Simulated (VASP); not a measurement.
# W (Im-3m) in VASP: elastic constants with PBE

Aim: the elastic constants of W with PBE.

All numbers are computed with VASP 6.6.1; they aren't measurements. Logs are shortened: lines on timing, memory, paths and dates and some standing lists are left out, and cuts for length are marked.

### 1 The cell of the first run

The structure is cubic, space group Im-3m (No. 229). Conventional cell: a = 3.184 Å, b = 3.184 Å, c = 3.184 Å, α = 90.00°, β = 90.00°, γ = 90.00°. Within 3.6 Å of W (site symmetry m-3m) lie 14 W at 2.76 to 3.18 Å.

### 2 Elastic constants, PBE

Input file INCAR:

```
ALGO = Normal
EDIFF = 1E-8
ENCUT = 600
GGA = PE
IBRION = 6
ISIF = 3
ISMEAR = -1
LASPH = True
LCHARG = False
LREAL = False
LWAVE = False
NELM = 100
NFREE = 2
NSW = 1
POTIM = 0.015
PREC = Accurate
SIGMA = 0.15
```

Input file KPOINTS:

```
k-points
0
Gamma
  20 20 20
```

Input file POSCAR:

```
W
1.0
   -1.5918876376      1.5918876376      1.5918876376
    1.5918876376     -1.5918876376      1.5918876376
    1.5918876376      1.5918876376     -1.5918876376
W
1
Direct
    0.0000000000      0.0000000000      0.0000000000
```

Potentials or basis: VASP PAW PBE potentials, release 64 (W_sv).

The run is started by

```sh
cat potpaw_PBE.64/W_sv/POTCAR > POTCAR
mpirun -np 1 vasp_std > vasp.out
```

OUTCAR:

```text
EDIFF = 1E-8
   ENCUT = 600
   GGA = PE
   IBRION = 6
   ISIF = 3
   ISMEAR = -1
   LASPH = True
   LREAL = False
   NELM = 100
   NFREE = 2
   NSW = 1
   POTIM = 0.015
   PREC = Accurate

 ion  position               nearest neighbor table
   1  0.000  0.000  0.000-

  LATTYP: Found a body centered cubic cell.
 ALAT       =     3.1837752752

  Lattice vectors:

 A1 = (  -1.5918876376,   1.5918876376,   1.5918876376)
 A2 = (   1.5918876376,  -1.5918876376,   1.5918876376)
 A3 = (   1.5918876376,   1.5918876376,  -1.5918876376)

Analysis of symmetry for initial positions (statically):
=====================================================================
 Subroutine PRICEL returns:
 Original cell was already a primitive cell.

 Routine SETGRP: Setting up the symmetry group for a
 body centered cubic supercell.

 Subroutine GETGRP returns: Found 48 space group operations
 (whereof 48 operations were pure point group operations)
 out of a pool of 48 trial point group operations.

The static configuration has the point symmetry O_h .

Analysis of symmetry for dynamics (positions and initial velocities):
=====================================================================
 Subroutine PRICEL returns:
 Original cell was already a primitive cell.

 Routine SETGRP: Setting up the symmetry group for a
 body centered cubic supercell.

 Subroutine GETGRP returns: Found 48 space group operations
 (whereof 48 operations were pure point group operations)
 out of a pool of 48 trial point group operations.

The dynamic configuration has the point symmetry O_h .

 Subroutine INISYM returns: Found 48 space group operations
 (whereof 48 operations are pure point group operations),
 and found     1 'primitive' translations

----------------------------------------------------------------------------------------

                                     Primitive cell

  volume of cell :      16.1360

  direct lattice vectors                    reciprocal lattice vectors
    -1.591887638  1.591887638  1.591887638     0.000000000  0.314092520  0.314092520
     1.591887638 -1.591887638  1.591887638     0.314092520  0.000000000  0.314092520
     1.591887638  1.591887638 -1.591887638     0.314092520  0.314092520  0.000000000

  length of vectors
     2.757230268  2.757230268  2.757230268     0.444193902  0.444193902  0.444193902

  position of ions in fractional coordinates (direct lattice)
     0.000000000  0.000000000  0.000000000

  ion indices of the primitive-cell ions
   primitive index   ion index
                 1           1

----------------------------------------------------------------------------------------

 KPOINTS: k-points

Automatic generation of k-mesh.
 Grid dimensions read from file:
 generate k-points for:   20   20   20

 Generating k-lattice:

  Cartesian coordinates                     Fractional coordinates (reciprocal lattice)
     0.000000000  0.015704626  0.015704626     0.050000000  0.000000000  0.000000000
     0.015704626  0.000000000  0.015704626     0.000000000  0.050000000  0.000000000
     0.015704626  0.015704626  0.000000000     0.000000000  0.000000000  0.050000000

  Length of vectors
     0.022209695  0.022209695  0.022209695

  Shift w.r.t. Gamma in fractional coordinates (k-lattice)
     0.000000000  0.000000000  0.000000000

 Subroutine IBZKPT returns following result:
 ===========================================

 Found    256 irreducible k-points:

 Following reciprocal coordinates:
            Coordinates               Weight
  0.000000  0.000000  0.000000      1.000000
  0.050000  0.000000  0.000000     12.000000
  0.100000  0.000000  0.000000     12.000000
  0.150000  0.000000  0.000000     12.000000
  0.200000  0.000000  0.000000     12.000000
  0.250000  0.000000  0.000000     12.000000
[... 16 lines left out ...]
  0.200000  0.100000  0.000000     48.000000
  0.250000  0.100000  0.000000     48.000000
 [... further k-points ...]
   k-points           NKPTS =    256   k-points in BZ     NKDIM =    256   number of bands    NBANDS=     11
   number of dos      NEDOS =    301   number of ions     NIONS =      1
[... 26 lines left out ...]
   PSTRESS=    0.0 pullay stress
   NELECT =      14.0000    total number of electrons
   NUPDOWN=      -1.0000    fix difference up-down
   EMIN   =  10.00;   EMAX   =-10.00  energy-range for DOS
   EFERMI =   0.00;   METHOD = LEGACY
   ISMEAR =    -1;   SIGMA  =   0.15  broadening in eV -4-tet -1-fermi 0-gaus
   EFERMI_NEDOS =   21; number of points for ismear=-14 and -15
   IALGO  =     38    algorithm
   IMIX   =      4    mixing-type and parameters
     AMIX     =   0.40;   BMIX     =  1.00
     AMIX_MAG =   1.60;   BMIX_MAG =  1.00
  volume/ion in A,a.u.               =      16.14       108.89
  Fermi-wavevector in a.u.,A,eV,Ry     =   1.561415  2.950647 33.171246  2.438018
  Thomas-Fermi vector in A             =   2.664484
   LORBIT       =      0    0 simple, 1 ext, 2 COOP (PROOUT), +10 PAW based schemes
   GGA     = PE    functional components
   LHFCALC =     F    Hartree Fock is set to
   AEXX    =    0.0000 exact exchange contribution
   IVDW    =     0    specifies the selected vdW correction
   LEPSILON=     F    determine dielectric tensor
   LRPA    =     F    only Hartree local field effects (RPA)
 finite differences with symmetry
 non-spin polarized calculation
  energy-cutoff  :      600.00
  volume of cell :       16.14
 maximum number of plane-waves:       555
 NGX is ok and might be reduce to    24
   NGX = 11   NGY = 11   NGZ = 11

--------------------------------------- Ionic step        1  -------------------------------------------

 number of electron      14.0000002 magnetization

 Free energy of the ion-electron system (eV)
  ---------------------------------------------------
  ext. energy  EPLUGINS =         0.00000000
  ---------------------------------------------------
  free energy    TOTEN  =       -12.97357974 eV

  energy without entropy =      -12.94034542  energy(sigma->0) =      -12.95696258

------------------------ aborting loop because EDIFF is reached ----------------------------------------

  FORCE on cell =-STRESS in cart. coord.  units (eV):
  Direction    XX          YY          ZZ          XY          YZ          ZX
  --------------------------------------------------------------------------------------
  -------------------------------------------------------------------------------------
  Total        0.0563253      0.0563253      0.0563253      0.0000000      0.0000000      0.0000000
  in kB        5.5926426      5.5926426      5.5926426      0.0000000      0.0000000      0.0000000
  external PRESSURE =       5.5926426 kB  Pullay stress =       0.0000000 kB
[... 86 lines left out ...]
  FREE ENERGIE OF THE ION-ELECTRON SYSTEM (eV)
  ---------------------------------------------------
  free  energy   TOTEN  =       -12.9666499942 eV

  energy  without entropy=      -12.9334348671  energy(sigma->0) =      -12.95004243

[... ionic steps 4 to 12 ...]

--------------------------------------- Ionic step       13  -------------------------------------------

 number of electron      14.0000002 magnetization

------------------------ aborting loop because EDIFF is reached ----------------------------------------
[... 65 lines left out ...]
--------------------------------------- Ionic step       15  -------------------------------------------

 number of electron      14.0000001 magnetization

 Free energy of the ion-electron system (eV)
  ---------------------------------------------------
  ext. energy  EPLUGINS =         0.00000000
  ---------------------------------------------------
  free energy    TOTEN  =       -12.97357958 eV

  energy without entropy =      -12.94034523  energy(sigma->0) =      -12.95696241

 E-fermi :  11.1796     XC(G=0): -13.5400

 val. band max:       11.0749376858   @ k =   0.4000   0.0500   0.0500
 cond. band min:      11.1958344885   @ k =  -0.2000   0.2500   0.1000
 fundamental gap:      0.1208968027
 Fermi energy:        11.1795729076

 k-point     1 :       0.0000    0.0000    0.0000
  band No.  band energies     occupation
      1     -63.0175      2.00000
      2     -26.6053      2.00000
      3     -26.6053      2.00000
      4     -26.6053      2.00000
      5       1.6494      2.00000
      6       9.9886      1.99929
      7       9.9887      1.99929
      8       9.9887      1.99929
      9      13.4079      0.00000
     10      13.4079      0.00000
     11      25.6641      0.00000
[... 309 lines left out ...]
 k-point    24 :       0.2500    0.1000    0.0000
  band No.  band energies     occupation
      1     -62.9316      2.00000
      2     -27.4329      2.00000
      3     -26.8804      2.00000
      4     -26.6520      2.00000
      5       4.9298      2.00000
      6       8.3946      2.00000
      7       9.0894      2.00000
      8      12.6796      0.00009
      9      13.9972      0.00000
     10      14.2903      0.00000
     11      25.0327      0.00000

 [... further k-points ...]

------------------------ aborting loop because EDIFF is reached ----------------------------------------

  FORCE on cell =-STRESS in cart. coord.  units (eV):
  Direction    XX          YY          ZZ          XY          YZ          ZX
  --------------------------------------------------------------------------------------
  -------------------------------------------------------------------------------------
  Total        0.0563278      0.0563278      0.0563278      0.0000000      0.0000000      0.0000000
  in kB        5.5928883      5.5928883      5.5928883      0.0000000      0.0000000      0.0000000
  external PRESSURE =       5.5928883 kB  Pullay stress =       0.0000000 kB
[... 16 lines left out ...]
  FREE ENERGIE OF THE ION-ELECTRON SYSTEM (eV)
  ---------------------------------------------------
  free  energy   TOTEN  =       -12.9735795768 eV

  energy  without entropy=      -12.9403452348  energy(sigma->0) =      -12.95696241

 INTERNAL STRAIN TENSORS FROM STRAINED CELLS
 ============================================

 INTERNAL STRAIN TENSOR FOR ION    1 for displacements in x,y,z  (eV/Angst):
          X           Y           Z          XY          YZ          ZX
  --------------------------------------------------------------------------------
  x     0.00000    -0.00000     0.00000     0.00000    -0.00000     0.00000
  y     0.00000     0.00000     0.00000     0.00000     0.00000     0.00000
  z     0.00000     0.00000    -0.00000     0.00000     0.00000    -0.00000

 INTERNAL STRAIN TENSORS FROM DISPLACED ATOMS
 ============================================

 INTERNAL STRAIN TENSOR FOR ION    1 for displacements in x,y,z  (eV/Angst):
          X           Y           Z          XY          YZ          ZX
  --------------------------------------------------------------------------------
  x     0.00000     0.00000     0.00000     0.00000     0.00000     0.00000
  y     0.00000     0.00000     0.00000     0.00000     0.00000     0.00000
  z     0.00000     0.00000     0.00000     0.00000     0.00000     0.00000

 Eigenvectors and eigenvalues of the dynamical matrix
 ----------------------------------------------------

   1 f  =    0.000000 THz     0.000000 2PiTHz    0.000000 cm-1     0.000000 meV
             X         Y         Z           dx          dy          dz
      0.000000  0.000000  0.000000     0.808736   -0.588172    0.000000

   2 f  =    0.000000 THz     0.000000 2PiTHz    0.000000 cm-1     0.000000 meV
             X         Y         Z           dx          dy          dz
      0.000000  0.000000  0.000000    -0.588172   -0.808736    0.000000

   3 f  =    0.000000 THz     0.000000 2PiTHz    0.000000 cm-1     0.000000 meV
             X         Y         Z           dx          dy          dz
      0.000000  0.000000  0.000000     0.000000    0.000000    1.000000

--------------------------------------------------------------------------------------------------------

 ELASTIC MODULI CONTR FROM IONIC RELAXATION (kBar)
 Direction    XX          YY          ZZ          XY          YZ          ZX
 --------------------------------------------------------------------------------
 XX           0.0000      0.0000      0.0000      0.0000      0.0000      0.0000
 YY           0.0000      0.0000      0.0000      0.0000      0.0000      0.0000
 ZZ           0.0000      0.0000      0.0000      0.0000      0.0000      0.0000
 XY           0.0000      0.0000      0.0000      0.0000      0.0000      0.0000
 YZ           0.0000      0.0000      0.0000      0.0000      0.0000      0.0000
 ZX           0.0000      0.0000      0.0000      0.0000      0.0000      0.0000
 --------------------------------------------------------------------------------

 TOTAL ELASTIC MODULI (kBar)
 Direction    XX          YY          ZZ          XY          YZ          ZX
 --------------------------------------------------------------------------------
 XX        5192.6230   2003.7596   2003.7596      0.0000      0.0000      0.0000
 YY        2003.7596   5192.6230   2003.7596     -0.0000      0.0000      0.0000
 ZZ        2003.7596   2003.7596   5192.6230      0.0000     -0.0000     -0.0000
 XY           0.0000     -0.0000      0.0000   1459.9975      0.0000      0.0000
 YZ           0.0000      0.0000     -0.0000      0.0000   1459.9975      0.0000
 ZX           0.0000      0.0000     -0.0000      0.0000      0.0000   1459.9975
 --------------------------------------------------------------------------------
```

Wall time 12 min (1 thread of Intel Xeon 6975P-C (Granite Rapids), shared host); peak memory 0.82 GiB.

Results:

| Item | Value |
| --- | --- |
| Elastic constants C11, C12, C44 | 519, 200, 146 GPa |
| Voigt bulk modulus | 307 GPa |

Elastic tensor in Voigt notation (GPa, in the Cartesian axes of the cell as first typed):
```
519 200 200   0   0   0
200 519 200   0   0   0
200 200 519   0   0   0
  0   0   0 146   0   0
  0   0   0   0 146   0
  0   0   0   0   0 146
```

Clamped-ion elastic tensor (GPa):
```
519 200 200   0   0   0
200 519 200   0   0   0
200 200 519   0   0   0
  0   0   0 146   0   0
  0   0   0   0 146   0
  0   0   0   0   0 146
```

Caveat: spin-orbit coupling is left out, which moves the levels of the heavy elements.
